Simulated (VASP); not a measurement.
Runs of VASP 6.6.1 on CdS. The structure is hexagonal, space group P6_3mc (No. 186). The conventional cell has a = 4.150 Å, b = 4.150 Å, c = 6.737 Å, α = 90.00°, β = 90.00°, γ = 120.00°. Cd (site symmetry 3m) has 4 S at 2.53 to 2.54 Å within 3.3 Å. S (site symmetry 3m) has 4 Cd at 2.53 to 2.54 Å within 3.3 Å. 

| cell | gap on the mesh (eV) | pressure (GPa) | largest force (eV/Å) |
| --- | --- | --- | --- |
| relaxed | 1.08 | 0.1 | - |
| relaxed to 10 GPa | (b) | 10.1 | - |
| relaxed to 20 GPa | 1.48 | 20.0 | 0.02 |
| relaxed to 30 GPa | 0.99 | 29.9 | 0.02 |
| relaxed to 40 GPa | (a) | 39.9 | - |

Alike in all rows: task relaxation of cell and atoms; level PBEsol; potentials or basis VASP PAW PBE potentials, release 64 (Cd, S); no spin polarisation; k mesh 6 × 6 × 4; cutoff (eV) 600; smearing gaussian 0.01 eV.

Estimate the missing entries.

(a) 0.30; (b) 1.35.

Caveats: the PAW data sets were made with another functional, which shifts forces and pressure a little; the cell is relaxed towards a set pressure, so the run minimises the enthalpy, not the energy (at least some runs).

A k mesh can miss the band edges, and the runs leave out spin-orbit coupling on Cd.
